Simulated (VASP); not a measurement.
# Si (Fd-3m) in VASP: a series of runs

Si is run at these levels: PBE; tasks: single point, relaxation of cell and atoms.

All numbers are computed with VASP 6.6.1; they aren't measurements. Logs are shortened: lines on timing, memory, paths and dates and some standing lists are left out, and cuts for length are marked.

### Step 1. The cell of the first run

Symmetry: Fd-3m, No. 227, cubic system. The conventional cell has a = 5.470 Å, b = 5.470 Å, c = 5.470 Å, α = 90.00°, β = 90.00°, γ = 90.00°. Within 3.1 Å of Si (site symmetry -43m) lie 4 Si at 2.37 Å.

### Step 2. Single point, PBE

File INCAR:

```
ALGO = Normal ; EDIFF = 1E-6
ENCUT = 520 ; GGA = PE
ISIF = 2 ; ISMEAR = 0
LASPH = True ; LCHARG = False
LREAL = False ; LWAVE = False
NBANDS = 11 ; NELM = 60
PREC = Accurate ; SIGMA = 0.02
```

File KPOINTS:

```
k-points
0
Gamma
  8 8 8
```

File POSCAR:

```
Si
1.0
    0.0000000000      2.7350468813      2.7350468813
    2.7350468813      0.0000000000      2.7350468813
    2.7350468813      2.7350468813      0.0000000000
Si
2
Direct
    0.7500000000      0.7500000000      0.7500000000
    0.5000000000      0.5000000000      0.5000000000
```

Potentials or basis: VASP PAW PBE potentials, release 64 (Si).

Run with:

```
$ cat potpaw_PBE.64/Si/POTCAR > POTCAR
$ mpirun -np 1 vasp_std > vasp.out
```

OUTCAR:

```text
EDIFF = 1E-6
   ENCUT = 520
   GGA = PE
   ISIF = 2
   ISMEAR = 0
   LASPH = True
   LREAL = False
   NELM = 60
   PREC = Accurate

 ion  position               nearest neighbor table
   1  0.750  0.750  0.750-   2 2.37   2 2.37   2 2.37   2 2.37
   2  0.500  0.500  0.500-   1 2.37   1 2.37   1 2.37   1 2.37

  LATTYP: Found a face centered cubic cell.
 ALAT       =     5.4700937626

  Lattice vectors:

 A1 = (   0.0000000000,   2.7350468813,   2.7350468813)
 A2 = (   2.7350468813,   0.0000000000,   2.7350468813)
 A3 = (   2.7350468813,   2.7350468813,   0.0000000000)

Analysis of symmetry for initial positions (statically):
[... 5 lines left out ...]
 face centered cubic supercell.

 Subroutine GETGRP returns: Found 48 space group operations
 (whereof 24 operations were pure point group operations)
 out of a pool of 48 trial point group operations.

The static configuration has the point symmetry T_d .
 The point group associated with its full space group is O_h .

Analysis of symmetry for dynamics (positions and initial velocities):
[... 5 lines left out ...]
 face centered cubic supercell.

 Subroutine GETGRP returns: Found 48 space group operations
 (whereof 24 operations were pure point group operations)
 out of a pool of 48 trial point group operations.

The dynamic configuration has the point symmetry T_d .
 The point group associated with its full space group is O_h .

 Subroutine INISYM returns: Found 48 space group operations
 (whereof 24 operations are pure point group operations),
 and found     1 'primitive' translations

----------------------------------------------------------------------------------------

                                     Primitive cell

  volume of cell :      40.9189

  direct lattice vectors                    reciprocal lattice vectors
     0.000000000  2.735046881  2.735046881    -0.182812223  0.182812223  0.182812223
     2.735046881  0.000000000  2.735046881     0.182812223 -0.182812223  0.182812223
     2.735046881  2.735046881  0.000000000     0.182812223  0.182812223 -0.182812223

  length of vectors
     3.867940393  3.867940393  3.867940393     0.316640058  0.316640058  0.316640058

  position of ions in fractional coordinates (direct lattice)
     0.750000000  0.750000000  0.750000000
     0.500000000  0.500000000  0.500000000

  ion indices of the primitive-cell ions
   primitive index   ion index
                 1           1
                 2           2

----------------------------------------------------------------------------------------

 KPOINTS: k-points

Automatic generation of k-mesh.
 Grid dimensions read from file:
 generate k-points for:    8    8    8

 Generating k-lattice:

  Cartesian coordinates                     Fractional coordinates (reciprocal lattice)
    -0.022851528  0.022851528  0.022851528     0.125000000  0.000000000  0.000000000
     0.022851528 -0.022851528  0.022851528     0.000000000  0.125000000  0.000000000
     0.022851528  0.022851528 -0.022851528     0.000000000  0.000000000  0.125000000

  Length of vectors
     0.039580007  0.039580007  0.039580007

  Shift w.r.t. Gamma in fractional coordinates (k-lattice)
     0.000000000  0.000000000  0.000000000

 Subroutine IBZKPT returns following result:
 ===========================================

 Found     29 irreducible k-points:

 Following reciprocal coordinates:
            Coordinates               Weight
  0.000000  0.000000  0.000000      1.000000
  0.125000  0.000000  0.000000      8.000000
  0.250000  0.000000  0.000000      8.000000
  0.375000  0.000000  0.000000      8.000000
  0.500000  0.000000  0.000000      4.000000
  0.125000  0.125000  0.000000      6.000000
[... 16 lines left out ...]
  0.500000  0.250000  0.125000     48.000000
 -0.375000  0.250000  0.125000     24.000000
 [... further k-points ...]
   k-points           NKPTS =     29   k-points in BZ     NKDIM =     29   number of bands    NBANDS=     11
   number of dos      NEDOS =    301   number of ions     NIONS =      2
   total plane-waves  NPLWV =  27000
   dimension x,y,z NGX =    30 NGY =   30 NGZ =   30
   dimension x,y,z NGXF=    60 NGYF=   60 NGZF=   60
   ions per type =               2
   NGX,Y,Z   is equivalent  to a cutoff of  12.89, 12.89, 12.89 a.u.
   NGXF,Y,Z  is equivalent  to a cutoff of  25.79, 25.79, 25.79 a.u.
 SYSTEM =  unknown system
   PREC   = accura    normal or accurate (medium, high low for compatibility)
   ISTART =      0    job   : 0-new  1-cont  2-samecut
   ICHARG =      2    charge: 1-file 2-atom 10-const
   ISPIN  =      1    spin polarized calculation?
   LNONCOLLINEAR =      F non collinear calculations
   LSORBIT =      F    spin-orbit coupling
   LASPH  =      T    aspherical Exc in radial PAW
   ENCUT  =  520.0 eV  38.22 Ry    6.18 a.u.   7.19  7.19  7.19*2*pi/ulx,y,z
   NELM   =     60;   NELMIN=  2; NELMDL= -5     # of ELM steps
   EDIFF  = 0.1E-05   stopping-criterion for ELM
   LREAL  =      F    real-space projection
   EDIFFG = 0.1E-04   stopping-criterion for IOM
   NSW    =      0    number of steps for IOM
   IBRION =     -1    ionic relax: 0-MD 1-quasi-New 2-CG
   NFREE  =      0    steps in history (QN), initial steepest desc. (CG)
   ISIF   =      2    stress and relaxation
   ISYM   =      2    0-nonsym 1-usesym 2-fastsym
   POTIM  = 0.5000    time-step for ionic-motion
   TEBEG  =    0.0;   TEEND  =   0.0 temperature during run
   PSTRESS=    0.0 pullay stress
   NELECT =       8.0000    total number of electrons
   NUPDOWN=      -1.0000    fix difference up-down
   EMIN   =  10.00;   EMAX   =-10.00  energy-range for DOS
   EFERMI =   0.00;   METHOD = LEGACY
   ISMEAR =     0;   SIGMA  =   0.02  broadening in eV -4-tet -1-fermi 0-gaus
   EFERMI_NEDOS =   21; number of points for ismear=-14 and -15
   IALGO  =     38    algorithm
   IMIX   =      4    mixing-type and parameters
     AMIX     =   0.40;   BMIX     =  1.00
     AMIX_MAG =   1.60;   BMIX_MAG =  1.00
  volume/ion in A,a.u.               =      20.46       138.07
  Fermi-wavevector in a.u.,A,eV,Ry     =   0.950160  1.795542 12.283393  0.902804
  Thomas-Fermi vector in A             =   2.078511
   LORBIT       =      0    0 simple, 1 ext, 2 COOP (PROOUT), +10 PAW based schemes
   GGA     = PE    functional components
   LHFCALC =     F    Hartree Fock is set to
   AEXX    =    0.0000 exact exchange contribution
   IVDW    =     0    specifies the selected vdW correction
   LEPSILON=     F    determine dielectric tensor
   LRPA    =     F    only Hartree local field effects (RPA)
 non-spin polarized calculation
 Gauss-broadening in eV      SIGMA  =   0.02
  energy-cutoff  :      520.00
  volume of cell :       40.92
 maximum number of plane-waves:      1124
 NGX is ok and might be reduce to    30
   NGX = 15   NGY = 15   NGZ = 15

 number of electron       8.0000001 magnetization

 Free energy of the ion-electron system (eV)
  ---------------------------------------------------
  ext. energy  EPLUGINS =         0.00000000
  ---------------------------------------------------
  free energy    TOTEN  =       -10.84608134 eV

  energy without entropy =      -10.84608134  energy(sigma->0) =      -10.84608134

 E-fermi :   5.7099     XC(G=0):  -9.3237

 val. band max:        5.6099048823   @ k =   0.0000   0.0000   0.0000
 cond. band min:       6.2610804515   @ k =   0.3750   0.3750   0.0000
 fundamental gap:      0.6511755692
 Fermi energy:         5.7099136388

 k-point     1 :       0.0000    0.0000    0.0000
  band No.  band energies     occupation
      1      -6.1999      2.00000
      2       5.6099      2.00000
      3       5.6099      2.00000
      4       5.6099      2.00000
      5       8.1661      0.00000
      6       8.1661      0.00000
      7       8.1661      0.00000
      8       8.7353      0.00000
      9      13.3181      0.00000
     10      13.3181      0.00000
     11      13.4841      0.00000

 k-point     2 :       0.1250    0.0000    0.0000
  band No.  band energies     occupation
      1      -5.9996      2.00000
      2       4.0193      2.00000
      3       5.3277      2.00000
      4       5.3277      2.00000
      5       8.0505      0.00000
      6       8.5812      0.00000
      7       8.5812      0.00000
      8      10.1363      0.00000
      9      12.8455      0.00000
     10      12.8455      0.00000
     11      14.2594      0.00000

 k-point     3 :       0.2500    0.0000    0.0000
  band No.  band energies     occupation
      1      -5.4156      2.00000
      2       1.7249      2.00000
      3       4.8653      2.00000
      4       4.8653      2.00000
      5       7.5665      0.00000
      6       9.0991      0.00000
      7       9.0991      0.00000
      8      12.3549      0.00000
      9      12.7963      0.00000
     10      12.7963      0.00000
     11      14.5369      0.00000

 k-point     4 :       0.3750    0.0000    0.0000
  band No.  band energies     occupation
      1      -4.5417      2.00000
      2      -0.2583      2.00000
      3       4.5427      2.00000
      4       4.5427      2.00000
      5       7.2019      0.00000
      6       9.0626      0.00000
      7       9.0626      0.00000
      8      13.4453      0.00000
      9      14.1472      0.00000
     10      14.1472      0.00000
     11      15.1157      0.00000

 k-point     5 :       0.5000    0.0000    0.0000
  band No.  band energies     occupation
      1      -3.9230      2.00000
      2      -1.2555      2.00000
      3       4.4321      2.00000
      4       4.4321      2.00000
      5       7.0737      0.00000
      6       8.9592      0.00000
      7       8.9592      0.00000
      8      13.3104      0.00000
      9      16.1028      0.00000
     10      16.1028      0.00000
     11      16.7854      0.00000

 k-point     6 :       0.1250    0.1250    0.0000
  band No.  band energies     occupation
      1      -5.9321      2.00000
      2       4.2570      2.00000
      3       4.8240      2.00000
      4       4.8240      2.00000
      5       7.6251      0.00000
      6       9.2802      0.00000
      7       9.2802      0.00000
      8       9.8235      0.00000
      9      12.0930      0.00000
     10      13.6162      0.00000
     11      14.5537      0.00000

 k-point     7 :       0.2500    0.1250    0.0000
  band No.  band energies     occupation
      1      -5.4723      2.00000
      2       2.4047      2.00000
      3       4.3219      2.00000
      4       4.3852      2.00000
      5       7.7545      0.00000
      6       9.2318      0.00000
      7      10.0356      0.00000
      8      10.3477      0.00000
      9      12.9655      0.00000
     10      13.7772      0.00000
     11      15.5415      0.00000

 k-point     8 :       0.3750    0.1250    0.0000
  band No.  band energies     occupation
      1      -4.6743      2.00000
      2       0.3841      2.00000
      3       3.8022      2.00000
      4       4.0571      2.00000
      5       7.8370      0.00000
      6       9.2006      0.00000
      7      10.0503      0.00000
      8      11.0480      0.00000
      9      14.8773      0.00000
     10      14.8878      0.00000
     11      15.3947      0.00000
[... 141 lines left out ...]
 k-point    19 :       0.5000    0.3750    0.0000
  band No.  band energies     occupation
      1      -2.9717      2.00000
      2      -1.1671      2.00000
      3       2.2541      2.00000
      4       2.9838      2.00000
      5       6.5416      0.00000
      6       7.5952      0.00000
      7      13.7808      0.00000
      8      13.8355      0.00000
      9      16.2231      0.00000
     10      16.3261      0.00000
     11      17.8228      0.00000

 k-point    20 :      -0.3750    0.3750    0.0000
  band No.  band energies     occupation
      1      -2.5489      2.00000
      2      -1.5520      2.00000
      3       1.4126      2.00000
      4       3.2358      2.00000
      5       6.8447      0.00000
      6       9.7211      0.00000
      7      12.9872      0.00000
      8      13.5227      0.00000
      9      13.6871      0.00000
     10      14.0890      0.00000
     11      20.1032      0.00000

 k-point    21 :       0.5000    0.5000    0.0000
  band No.  band energies     occupation
      1      -2.1340      2.00000
      2      -2.1340      2.00000
      3       2.8176      2.00000
      4       2.8176      2.00000
      5       6.3624      0.00000
      6       6.3624      0.00000
      7      15.5399      0.00000
      8      15.5399      0.00000
      9      16.5145      0.00000
     10      16.5145      0.00000
     11      18.0496      0.00000

 k-point    22 :       0.3750    0.2500    0.1250
  band No.  band energies     occupation
      1      -4.8959      2.00000
      2       1.3424      2.00000
      3       2.9597      2.00000
      4       4.2106      2.00000
      5       8.0527      0.00000
      6       9.4342      0.00000
      7       9.8129      0.00000
      8      11.0486      0.00000
      9      13.3202      0.00000
     10      15.7104      0.00000
     11      16.5702      0.00000

 k-point    23 :       0.5000    0.2500    0.1250
  band No.  band energies     occupation
      1      -4.0271      2.00000
      2      -0.1762      2.00000
      3       2.3558      2.00000
      4       3.7236      2.00000
      5       8.4736      0.00000
      6       9.1387      0.00000
      7      10.5861      0.00000
      8      11.4862      0.00000
      9      14.5377      0.00000
     10      15.2331      0.00000
     11      17.5090      0.00000

 k-point    24 :      -0.3750    0.2500    0.1250
  band No.  band energies     occupation
      1      -3.3935      2.00000
      2      -1.0949      2.00000
      3       2.2244      2.00000
      4       3.5008      2.00000
      5       8.6320      0.00000
      6       8.7564      0.00000
      7      11.4545      0.00000
      8      12.6743      0.00000
      9      12.9140      0.00000
     10      16.1152      0.00000
     11      17.1583      0.00000

 [... further k-points ...]
[... 5 lines left out ...]
  --------------------------------------------------------------------------------------
  -------------------------------------------------------------------------------------
  Total       -0.0163182     -0.0163182     -0.0163182      0.0000000      0.0000000      0.0000000
  in kB       -0.6389359     -0.6389359     -0.6389359      0.0000000      0.0000000      0.0000000
  external PRESSURE =      -0.6389359 kB  Pullay stress =       0.0000000 kB

 VOLUME and BASIS-vectors are now :
 -----------------------------------------------------------------------------
  energy-cutoff  :      520.00
  volume of cell :       40.92
      direct lattice vectors                 reciprocal lattice vectors
     0.000000000  2.735046881  2.735046881    -0.182812223  0.182812223  0.182812223
     2.735046881  0.000000000  2.735046881     0.182812223 -0.182812223  0.182812223
     2.735046881  2.735046881  0.000000000     0.182812223  0.182812223 -0.182812223

 POSITION                                       TOTAL-FORCE (eV/Angst)
 -----------------------------------------------------------------------------------
      4.10257      4.10257      4.10257         0.000000      0.000000      0.000000
      2.73505      2.73505      2.73505        -0.000000     -0.000000     -0.000000
 -----------------------------------------------------------------------------------
    total drift:                                0.000000     -0.000000     -0.000000

  FREE ENERGIE OF THE ION-ELECTRON SYSTEM (eV)
  ---------------------------------------------------
  free  energy   TOTEN  =       -10.8460813372 eV

  energy  without entropy=      -10.8460813372  energy(sigma->0) =      -10.84608134
```

Wall time 5.1 s (1 thread of AMD EPYC 9R45 (Zen 5), shared host); peak memory 0.13 GiB.

What came out:

| Item | Value |
| --- | --- |
| Free energy | -10.8461 eV |
| Pressure | -0.1 GPa |
| Band gap on the k mesh | 0.65 eV, indirect (least direct gap 2.56 eV) |

Levels at points of the mesh, in eV from the valence-band top:
```csv
k point,band 2,band 3,band 4,band 5,band 6,band 7
"(0.00, 0.00, 0.00)",0.00,0.00,0.00,2.56,2.56,2.56
"(0.50, 0.00, 0.00)",-6.87,-1.18,-1.18,1.46,3.35,3.35
"(0.50, 0.50, 0.00)",-7.74,-2.79,-2.79,0.75,0.75,9.93
```

### Step 3. Relaxation of cell and atoms, PBE

This run uses another cell than the first one, of 20.16 Å³/atom, 0.986 times its volume.

File INCAR:

```
PREC     = Accurate       # precision mode
ENCUT    = 600            # plane-wave cutoff, eV
EDIFF    = 1E-6           # SCF threshold, eV
ISMEAR   = 0              # smearing method
SIGMA    = 0.02           # smearing width, eV
LREAL    = F              # projectors in reciprocal space
LASPH    = T              # aspherical terms in the spheres
NELM     = 100            # most SCF steps
ALGO     = Normal         # electronic algorithm
ISIF     = 3              # what is computed and relaxed
LWAVE    = F              # write WAVECAR
LCHARG   = F              # write CHGCAR
GGA      = PE             # functional
IBRION   = 2              # ionic algorithm
NSW      = 100            # ionic steps
EDIFFG   = -0.005         # ionic threshold
```

File KPOINTS:

```
regular mesh
0
Gamma
  8 8 8
```

File POSCAR:

```
Si
1.0
    0.0000000000      2.7218511900      2.7218511900
    2.7218511900      0.0000000000      2.7218511900
    2.7218511900      2.7218511900      0.0000000000
Si
2
Direct
    0.7500000000      0.7500000000      0.7500000000
    0.5000000000      0.5000000000      0.5000000000
```

Potentials or basis: VASP PAW PBE potentials, release 64 (Si).

Run with:

```
$ cat potpaw_PBE.64/Si/POTCAR > POTCAR
$ mpirun -np 1 vasp_std > vasp.out
```

Run time: 8.5 s. Hardware: 1 thread of AMD EPYC 9R45 (Zen 5), shared host; peak memory 0.14 GiB.

It converged, with:

```yaml
Free_energy: -10.8462 eV
Relaxed_volume: 20.44 Å³/atom
Relaxed_cell: a = 3.867 Å, b = 3.867 Å, c = 3.867 Å, α = 60.00°, β = 60.00°, γ = 60.00°
Space_group_after_relaxing_to_0.05_Å: Fd-3m (No. 227)
Energy_gained_by_relaxing: 1.1 meV/atom
Ionic_steps: 3
Pressure_after_relaxing: 0.0 GPa
Band_gap_on_the_k_mesh: 0.65 eV, indirect (least direct gap 2.56 eV)
```

The path:
```
step  energy change (eV)  largest force (eV/Å)  pressure (GPa)  volume (Å³)
   1              0.0000                0.0000            1.27        40.33
   2             -0.0012                0.0000           -0.81        41.27
   3             -0.0022                0.0000            0.01        40.89
```

Final structure:
```xyz
2
Lattice="0.0000 2.7343 2.7343 2.7343 0.0000 2.7343 2.7343 2.7343 0.0000" Properties=species:S:1:pos:R:3 pbc="T T T"
Si    4.1015    4.1015    4.1015
Si    2.7343    2.7343    2.7343
```

Levels at points of the mesh, in eV from the valence-band top:
```csv
k point,band 1,band 2,band 3,band 4,band 5,band 6,band 7,band 8
"(0.00, 0.00, 0.00)",-11.81,0.00,0.00,0.00,2.56,2.56,2.56,3.13
"(0.50, 0.00, 0.00)",-9.54,-6.87,-1.18,-1.18,1.47,3.35,3.35,7.70
"(0.50, 0.50, 0.00)",-7.75,-7.75,-2.79,-2.79,0.75,0.75,9.94,9.94
```

A k mesh can miss the band edges. A hybrid or GW would open this gap; PBE tends to underestimate it.
